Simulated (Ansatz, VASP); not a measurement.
Ti: VASP beside Ansatz

Contents of INCAR:

```
SYSTEM = Ti
PREC = Accurate
ENCUT = 500
EDIFF = 1E-6
ISMEAR = 0
SIGMA = 0.1
LREAL = .False.
LASPH = .True.
NELM = 120
ALGO = Normal
ISIF = 2
LWAVE = .False.
LCHARG = .False.
GGA = PS
NBANDS = 12
GGA_COMPAT = .False.
```

KPOINTS

```
Automatic mesh
0
Gamma
  6 6 6
  0 0 0
```

File POSCAR:

```
Ti
1.0
   -1.6050138992      1.6050138992      1.6050138992
    1.6050138992     -1.6050138992      1.6050138992
    1.6050138992      1.6050138992     -1.6050138992
Ti
1
Direct
    0.0000000000      0.0000000000      0.0000000000
```

Input for Ansatz:

```yaml
crystal:
  lattice:
    - [-1.6050138992, 1.6050138992, 1.6050138992]
    - [1.6050138992, -1.6050138992, 1.6050138992]
    - [1.6050138992, 1.6050138992, -1.6050138992]
  atoms:
    - { symbol: Ti, position: [0.0, 0.0, 0.0] }
basis:
  ecutwfc: 420
kpoints:
  mp_grid: { grid: [6, 6, 6] }
hamiltonian:
  xc: pbesol
  pseudopotentials: { kind: paw, azcp: { folder: soft_1 } }
scf:
  occupations: { method: gaussian, width: 0.1 }
output:
  forces: true
  stress: true
  eigenvalues: true
```

Alike in both runs: task single point; functional PBEsol; k mesh 6 × 6 × 6; occupations gaussian, width 0.1 eV; no spin polarisation.

|  | VASP | Ansatz |
| --- | --- | --- |
| version | VASP 6.6.1 | Ansatz 0.2.0 |
| potentials or method | VASP PAW PBE potentials, release 64 (Ti_sv), cutoff 500 eV | scalar-relativistic, plane waves, PAW |
| valence electrons in the cell | 12 | 12 |

Ansatz gave:

| Quantity | Value |
| --- | --- |
| gap on the k mesh at the Fermi level (eV) | none |
| pressure (GPa) | -0.5 |

Problem. Which values does VASP return?

Solution. gap on the k mesh at the Fermi level (eV): none; pressure (GPa): -0.8.

VASP's potentials were made for PBE, not for PBEsol, and Ansatz warns of the same on its side. A gap of «none» marks a metal or a gap that the smearing closes.

The k mesh is coarse, so the values compare programs but aren't converged.
